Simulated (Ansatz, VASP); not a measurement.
MgF2: VASP beside Ansatz

```
Mg F
1.0
     4.62592    0.00000    0.00000
     0.00000    4.62592    0.00000
     0.00000    0.00000    3.04935
Mg F
2 4
Cartesian
  0.0000 0.0000 0.0000
  2.3130 2.3130 1.5247
  1.4014 1.4014 0.0000
  0.9116 3.7144 1.5247
  3.2245 3.2245 0.0000
  3.7144 0.9116 1.5247
```

Alike in both runs: functional r2SCAN; k mesh 6 × 6 × 8; occupations fermi-dirac, width 0.02 eV; no spin polarisation.

Ansatz relaxed the structure, and its values are those at the end. VASP's run is a single point on that final structure, the one shown.

|  | VASP | Ansatz |
| --- | --- | --- |
| version | VASP 6.6.1 | Ansatz 0.2.0 |
| potentials or method | VASP PAW PBE potentials, release 64 (Mg, F), cutoff 660 eV | PAW plane waves |
| valence electrons in the cell | 32 | 48 |

|  | VASP | Ansatz | Ansatz less VASP |
| --- | --- | --- | --- |
| gap on the k mesh at the Fermi level (eV) | 8.01 | 8.06 | +0.046 |
| pressure (GPa) | -1.8 | 0.0 | +1.76 |
| rms of the force components (eV/Å) | 0.006 | 0.001 | -0.0051 |

VASP's potentials were made for PBE, not for r2SCAN. VASP's potentials hold 32 valence electrons a cell and Ansatz's 48, so a difference there can come from the potentials and not from the codes.
